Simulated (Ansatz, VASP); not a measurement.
One calculation of Pd, two programs

INCAR

```
SYSTEM = Pd
PREC     = Accurate       ! precision mode
ENCUT    = 520            ! plane-wave cutoff, eV
EDIFF    = 1E-7           ! SCF threshold, eV
ISMEAR   = -1             ! smearing method
SIGMA    = 0.05           ! smearing width, eV
LREAL    = .False.        ! projectors in reciprocal space
LASPH    = .True.         ! aspherical terms in the spheres
NELM     = 150            ! most SCF steps
ALGO     = Normal         ! electronic algorithm
ISIF     = 2              ! what is computed and relaxed
LWAVE    = .False.        ! write WAVECAR
LCHARG   = .False.        ! write CHGCAR
ISPIN    = 2              ! spin polarisation
MAGMOM   = -0.424 -0.424  ! initial moments
LORBIT   = 11             ! projections on sites
LMAXMIX  = 4              ! l up to which the mixer works
GGA      = B5             ! functional
ALDAX    = 1.0          
AGGAX    = 1.0          
AGGAC    = 1.0          
ALDAC    = 0.0          
NBANDS   = 21             ! bands
```

The input KPOINTS:

```
regular mesh
0
Gamma
  10 10 10
  0 0 0
```

Contents of POSCAR:

```
Pd
1.0
    0.0000000000      2.9245191239      2.9245191239
    2.9245191239      0.0000000000      2.9245191239
    2.9245191239      2.9245191239      0.0000000000
Pd
2
Direct
    0.1250000000      0.1250000000      0.1250000000
    0.8750000000      0.8750000000      0.8750000000
```

Input for Ansatz:

```yaml
crystal:
  lattice:
    - [0.0, 2.9245191239, 2.9245191239]
    - [2.9245191239, 0.0, 2.9245191239]
    - [2.9245191239, 2.9245191239, 0.0]
  atoms:
    - { symbol: Pd, position: [0.125, 0.125, 0.125], spin: -0.424 }
    - { symbol: Pd, position: [0.875, 0.875, 0.875], spin: -0.424 }
hamiltonian:
  xc: blyp
  pseudopotentials:
    kind: paw
    azcp:
      Pd: "pseudopotentials/Pd.paw.azcp"
basis:
  ecutwfc: 420
  fft_grid_basis: typed
kpoints:
  mp_grid: { grid: [10, 10, 10], shift: [0, 0, 0] }
magnetization:
  spin_polarized: true
scf:
  occupations: { method: fermi_dirac, width: 0.05 }
  lower_state_search: "off"
output:
  stress: true
```

Alike in both runs: task single point; functional BLYP; k mesh 10 × 10 × 10; occupations fermi-dirac, width 0.05 eV; collinear spin.

|  | VASP | Ansatz |
| --- | --- | --- |
| version | VASP 6.6.1 | Ansatz 0.2.0 |
| potentials or method | VASP PAW PBE potentials, release 64 (Pd), cutoff 520 eV | plane waves (420 eV) with PAW, scalar-relativistic |
| valence electrons in the cell | 20 | 36 |

```csv
,VASP,Ansatz,Ansatz less VASP
pressure (GPa),2.6,2.6,-0.02
net moment per atom (μB),0.44,0.44,+0.001
size of the moment on the site where the two differ most (μB),0.43,0.43,-0.001
```

VASP's potentials were made for PBE, not for BLYP. Site moments also hang on the region over which each program counts them. VASP's potentials hold 20 valence electrons a cell and Ansatz's 36, so a difference there can come from the potentials and not from the codes.
